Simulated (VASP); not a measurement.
# Pd (R-3m) in VASP: single point with r2SCAN

Aim: the single point of Pd with r2SCAN.

All numbers are computed with VASP 6.6.1; they aren't measurements. Logs are shortened: lines on timing, memory, paths and dates and some standing lists are left out, and cuts for length are marked.

**1. The cell of the first run**

Symmetry: R-3m, No. 166, trigonal system. The conventional cell has a = 3.788 Å, b = 3.788 Å, c = 9.278 Å, α = 90.00°, β = 90.00°, γ = 120.00°. Within 1.8 Å of Pd (site symmetry 3m) lie 1 Pd at 1.35 Å.

**2. Single point, r2SCAN (shortest bond scaled by 0.58, source ansatz)**

POSCAR

```
Pd
1.0
    0.0000000000      2.6784289448      2.6784289448
    2.6784289448      0.0000000000      2.6784289448
    2.6784289448      2.6784289448      0.0000000000
Pd
2
Direct
   -0.2825000000     -0.0725000000     -0.0725000000
    0.2825000000      0.0725000000      0.0725000000
```

INCAR.step1

```
SYSTEM = Pd
PREC = Accurate ; ENCUT = 550
ISMEAR = -1 ; SIGMA = 0.05
LREAL = .FALSE. ; LASPH = .TRUE.
NELM = 120 ; NBANDS = 17
GGA = PE ; ALGO = Normal
EDIFF = 1E-5 ; LWAVE = .TRUE.
LCHARG = .FALSE. ; GGA_COMPAT = .FALSE.
```

INCAR.step2

```
SYSTEM = Pd
PREC = Accurate ; ENCUT = 550
EDIFF = 1E-6 ; ISMEAR = -1
SIGMA = 0.05 ; LREAL = .FALSE.
LASPH = .TRUE. ; NELM = 120
ALGO = Normal ; ISIF = 2
LWAVE = .FALSE. ; LCHARG = .FALSE.
METAGGA = R2SCAN ; LMIXTAU = .TRUE.
NBANDS = 17 ; ISTART = 1
GGA_COMPAT = .FALSE.
```

KPOINTS

```
regular mesh
0
G
  10 10 10
  0 0 0
```

Potentials or basis: VASP PAW PBE potentials, release 64 (Pd).

Run with:

```console
$ cat potpaw_PBE.64/Pd/POTCAR > POTCAR
$ cp INCAR.step1 INCAR
$ mpirun -np 1 vasp_std > vasp.out
$ cp INCAR.step2 INCAR
$ mpirun -np 1 vasp_std > vasp.out
```

OUTCAR:

```text
SYSTEM = Pd
   PREC = Accurate
   ENCUT = 550
   EDIFF = 1E-6
   ISMEAR = -1
   LREAL = .FALSE.
   LASPH = .TRUE.
   NELM = 120
   ISIF = 2
   METAGGA = R2SCAN
   ISTART = 1

 ion  position               nearest neighbor table
   1  0.718  0.928  0.928-   2 1.35   2 2.80   2 2.80   2 2.80
   2  0.282  0.072  0.072-   1 1.35   1 2.80   1 2.80   1 2.80

 -----------------------------------------------------------------------------
|                                                                             |
|           W    W    AA    RRRRR   N    N  II  N    N   GGGG   !!!           |
|           W    W   A  A   R    R  NN   N  II  NN   N  G    G  !!!           |
|           W    W  A    A  R    R  N N  N  II  N N  N  G       !!!           |
|           W WW W  AAAAAA  RRRRR   N  N N  II  N  N N  G  GGG   !            |
|           WW  WW  A    A  R   R   N   NN  II  N   NN  G    G                |
|           W    W  A    A  R    R  N    N  II  N    N   GGGG   !!!           |
|                                                                             |
|     The distance between some ions is very small. Please check the          |
|     nearest-neighbor list in the OUTCAR file.                               |
|     I HOPE YOU KNOW WHAT YOU ARE DOING!                                     |
|                                                                             |
 -----------------------------------------------------------------------------

  LATTYP: Found a face centered cubic cell.
 ALAT       =     5.3568578896

  Lattice vectors:

 A1 = (   0.0000000000,   2.6784289448,   2.6784289448)
 A2 = (   2.6784289448,   0.0000000000,   2.6784289448)
 A3 = (   2.6784289448,   2.6784289448,   0.0000000000)

Analysis of symmetry for initial positions (statically):
=====================================================================
 Subroutine PRICEL returns:
 Original cell was already a primitive cell.

 Routine SETGRP: Setting up the symmetry group for a
 face centered cubic supercell.

 Subroutine GETGRP returns: Found 12 space group operations
 (whereof  4 operations were pure point group operations)
 out of a pool of 48 trial point group operations.

The static configuration has the point symmetry C_2h.
 The point group associated with its full space group is D_3d.

Analysis of symmetry for dynamics (positions and initial velocities):
=====================================================================
 Subroutine PRICEL returns:
 Original cell was already a primitive cell.

 Routine SETGRP: Setting up the symmetry group for a
 face centered cubic supercell.

 Subroutine GETGRP returns: Found 12 space group operations
 (whereof  4 operations were pure point group operations)
 out of a pool of 48 trial point group operations.

The dynamic configuration has the point symmetry C_2h.
 The point group associated with its full space group is D_3d.

 Subroutine INISYM returns: Found 12 space group operations
 (whereof  4 operations are pure point group operations),
 and found     1 'primitive' translations

----------------------------------------------------------------------------------------

                                     Primitive cell

  volume of cell :      38.4300

  direct lattice vectors                    reciprocal lattice vectors
     0.000000000  2.678428945  2.678428945    -0.186676597  0.186676597  0.186676597
     2.678428945  0.000000000  2.678428945     0.186676597 -0.186676597  0.186676597
     2.678428945  2.678428945  0.000000000     0.186676597  0.186676597 -0.186676597

  length of vectors
     3.787870540  3.787870540  3.787870540     0.323333350  0.323333350  0.323333350

  position of ions in fractional coordinates (direct lattice)
     0.717500000  0.927500000  0.927500000
     0.282500000  0.072500000  0.072500000

  ion indices of the primitive-cell ions
   primitive index   ion index
                 1           1
                 2           2

----------------------------------------------------------------------------------------

 KPOINTS: regular mesh

Automatic generation of k-mesh.
 Grid dimensions read from file:
 generate k-points for:   10   10   10

 Generating k-lattice:

  Cartesian coordinates                     Fractional coordinates (reciprocal lattice)
    -0.018667660  0.018667660  0.018667660     0.100000000  0.000000000  0.000000000
     0.018667660 -0.018667660  0.018667660     0.000000000  0.100000000  0.000000000
     0.018667660  0.018667660 -0.018667660     0.000000000  0.000000000  0.100000000

  Length of vectors
     0.032333335  0.032333335  0.032333335

  Shift w.r.t. Gamma in fractional coordinates (k-lattice)
     0.000000000  0.000000000  0.000000000

 Subroutine IBZKPT returns following result:
 ===========================================

 Found    116 irreducible k-points:

 Following reciprocal coordinates:
            Coordinates               Weight
  0.000000  0.000000  0.000000      1.000000
  0.100000  0.000000  0.000000      2.000000
  0.000000  0.100000  0.000000      6.000000
  0.200000  0.000000  0.000000      2.000000
  0.000000  0.200000  0.000000      6.000000
  0.300000  0.000000  0.000000      2.000000
[... 16 lines left out ...]
  0.000000  0.500000  0.100000     12.000000
  0.100000  0.000000  0.500000      6.000000
 [... further k-points ...]
   k-points           NKPTS =    116   k-points in BZ     NKDIM =    116   number of bands    NBANDS=     17
   number of dos      NEDOS =    301   number of ions     NIONS =      2
   total plane-waves  NPLWV =  27000
   dimension x,y,z NGX =    30 NGY =   30 NGZ =   30
   dimension x,y,z NGXF=    60 NGYF=   60 NGZF=   60
   ions per type =               2
   NGX,Y,Z   is equivalent  to a cutoff of  13.17, 13.17, 13.17 a.u.
   NGXF,Y,Z  is equivalent  to a cutoff of  26.33, 26.33, 26.33 a.u.
 SYSTEM =  Pd
   PREC   = accura    normal or accurate (medium, high low for compatibility)
   ISTART =      1    job   : 0-new  1-cont  2-samecut
   ICHARG =      0    charge: 1-file 2-atom 10-const
   ISPIN  =      1    spin polarized calculation?
   LNONCOLLINEAR =      F non collinear calculations
   LSORBIT =      F    spin-orbit coupling
   LASPH  =      T    aspherical Exc in radial PAW
   ENCUT  =  550.0 eV  40.42 Ry    6.36 a.u.   7.24  7.24  7.24*2*pi/ulx,y,z
   NELM   =    120;   NELMIN=  2; NELMDL=  0     # of ELM steps
   EDIFF  = 0.1E-05   stopping-criterion for ELM
   LREAL  =      F    real-space projection
   EDIFFG = 0.1E-04   stopping-criterion for IOM
   NSW    =      0    number of steps for IOM
   IBRION =     -1    ionic relax: 0-MD 1-quasi-New 2-CG
   NFREE  =      0    steps in history (QN), initial steepest desc. (CG)
   ISIF   =      2    stress and relaxation
   ISYM   =      2    0-nonsym 1-usesym 2-fastsym
   POTIM  = 0.5000    time-step for ionic-motion
   TEBEG  =    0.0;   TEEND  =   0.0 temperature during run
   PSTRESS=    0.0 pullay stress
   NELECT =      20.0000    total number of electrons
   NUPDOWN=      -1.0000    fix difference up-down
   EMIN   =  10.00;   EMAX   =-10.00  energy-range for DOS
   EFERMI =   0.00;   METHOD = LEGACY
   ISMEAR =    -1;   SIGMA  =   0.05  broadening in eV -4-tet -1-fermi 0-gaus
   EFERMI_NEDOS =   21; number of points for ismear=-14 and -15
   IALGO  =     38    algorithm
   IMIX   =      4    mixing-type and parameters
     AMIX     =   0.40;   BMIX     =  1.00
     AMIX_MAG =   1.60;   BMIX_MAG =  1.00
  volume/ion in A,a.u.               =      19.21       129.67
  Fermi-wavevector in a.u.,A,eV,Ry     =   1.316825  2.488438 23.592881  1.734028
  Thomas-Fermi vector in A             =   2.446910
   LORBIT       =      0    0 simple, 1 ext, 2 COOP (PROOUT), +10 PAW based schemes
   METAGGA = R2SCAN    functional components
   LHFCALC =     F    Hartree Fock is set to
   AEXX    =    0.0000 exact exchange contribution
   IVDW    =     0    specifies the selected vdW correction
   LEPSILON=     F    determine dielectric tensor
   LRPA    =     F    only Hartree local field effects (RPA)
 non-spin polarized calculation
  energy-cutoff  :      550.00
  volume of cell :       38.43
 maximum number of plane-waves:      1158
 NGX is ok and might be reduce to    30
   NGX = 15   NGY = 15   NGZ = 15

 number of electron      20.0000001 magnetization

 Free energy of the ion-electron system (eV)
  ---------------------------------------------------
  ext. energy  EPLUGINS =         0.00000000
  ---------------------------------------------------
  free energy    TOTEN  =       -28.91207801 eV

  energy without entropy =      -28.89931107  energy(sigma->0) =      -28.90569454

 E-fermi :   7.3848     XC(G=0): -11.7434

 val. band max:        7.3807689469   @ k =  -0.1000   0.1000   0.0000
 cond. band min:       7.4178906065   @ k =   0.3000   0.1000  -0.4000
 fundamental gap:      0.0371216596
 Fermi energy:         7.3848278216

 k-point     1 :       0.0000    0.0000    0.0000
  band No.  band energies     occupation
      1      -5.7273      2.00000
      2      -5.2199      2.00000
      3      -5.2198      2.00000
      4      -0.1654      2.00000
      5      -0.1654      2.00000
      6       1.6851      2.00000
[... 9 lines left out ...]
     16      21.4275      0.00000
     17      21.4674      0.00000

 k-point     2 :       0.1000    0.0000    0.0000
  band No.  band energies     occupation
      1      -5.8195      2.00000
      2      -5.2821      2.00000
      3      -5.2820      2.00000
      4      -0.1381      2.00000
      5      -0.1381      2.00000
      6       1.8985      2.00000
[... 9 lines left out ...]
     16      21.7745      0.00000
     17      22.4419      0.00000

 k-point     3 :       0.0000    0.1000    0.0000
  band No.  band energies     occupation
      1      -5.7268      2.00000
      2      -5.2748      2.00000
      3      -5.2133      2.00000
      4      -0.1611      2.00000
      5      -0.1392      2.00000
      6       1.8471      2.00000
[... 392 lines left out ...]
 k-point    23 :       0.0000    0.5000    0.1000
  band No.  band energies     occupation
      1      -5.7620      2.00000
      2      -5.7412      2.00000
      3      -5.1853      2.00000
      4      -0.2074      2.00000
      5       0.0587      2.00000
      6       3.7631      2.00000
[... 9 lines left out ...]
     16      20.2839      0.00000
     17      22.0483      0.00000

 k-point    24 :       0.1000    0.0000    0.5000
  band No.  band energies     occupation
      1      -5.7611      2.00000
      2      -5.7107      2.00000
      3      -5.2245      2.00000
      4      -0.2829      2.00000
      5       0.1417      2.00000
      6       3.8024      2.00000
[... 9 lines left out ...]
     16      20.8282      0.00000
     17      20.9534      0.00000

 [... further k-points ...]

------------------------ aborting loop because EDIFF is reached ----------------------------------------

  FORCE on cell =-STRESS in cart. coord.  units (eV):
  Direction    XX          YY          ZZ          XY          YZ          ZX
  --------------------------------------------------------------------------------------
  -------------------------------------------------------------------------------------
  Total        6.9026133      6.9026133      6.9026133     -9.6751951      9.6751951     -9.6751951
  in kB      287.7754493    287.7754493    287.7754493   -403.3665936    403.3665936   -403.3665936
  external PRESSURE =     287.7754493 kB  Pullay stress =       0.0000000 kB

 VOLUME and BASIS-vectors are now :
 -----------------------------------------------------------------------------
  energy-cutoff  :      550.00
  volume of cell :       38.43
      direct lattice vectors                 reciprocal lattice vectors
     0.000000000  2.678428945  2.678428945    -0.186676597  0.186676597  0.186676597
     2.678428945  0.000000000  2.678428945     0.186676597 -0.186676597  0.186676597
     2.678428945  2.678428945  0.000000000     0.186676597  0.186676597 -0.186676597

 POSITION                                       TOTAL-FORCE (eV/Angst)
 -----------------------------------------------------------------------------------
      4.96849      4.40602      4.40602       -13.073340     13.073340     13.073340
      0.38837      0.95084      0.95084        13.073340    -13.073340    -13.073340
 -----------------------------------------------------------------------------------
    total drift:                               -0.000000     -0.000000     -0.000000

  FREE ENERGIE OF THE ION-ELECTRON SYSTEM (eV)
  ---------------------------------------------------
  free  energy   TOTEN  =       -28.9120780148 eV

  energy  without entropy=      -28.8993110733  energy(sigma->0) =      -28.90569454
```

It took 7.3 min on 1 thread of Intel Xeon 8259CL, shared host; peak memory 0.22 GiB.

What came out:

- Free energy: -28.9121 eV
- Pressure: 28.8 GPa
- Largest force: 22.644 eV/Å
- Band gap on the k mesh: zero (bands 10 and 11 overlap by 2.50 eV)

Forces in eV/Å, atoms in the order of the input:
```
Pd  -13.073  13.073  13.073
Pd   13.073 -13.073 -13.073
```

Levels at points of the mesh, in eV from the Fermi level:
```
           k point  band 8  band 9  band 10  band 11  band 12  band 13
(0.00, 0.00, 0.00)   -2.25   -2.25    -0.75    -0.75    11.36    11.36
(0.50, 0.00, 0.00)   -2.00   -1.21     1.37     1.37     1.75     9.18
(0.00, 0.50, 0.00)   -1.95   -1.56    -1.45    -1.08     2.60     9.29
(0.50, 0.50, 0.00)   -2.12   -2.11     0.25     1.82     4.40     4.82
```

Caveat: the cell differs from its parent crystal (shortest bond scaled by 0.58, source ansatz); atoms lie so close that the PAW spheres overlap strongly, which falsifies energies and pressures; the cell stands under pressure; the PAW data sets were made with another functional, which shifts forces and pressure a little.
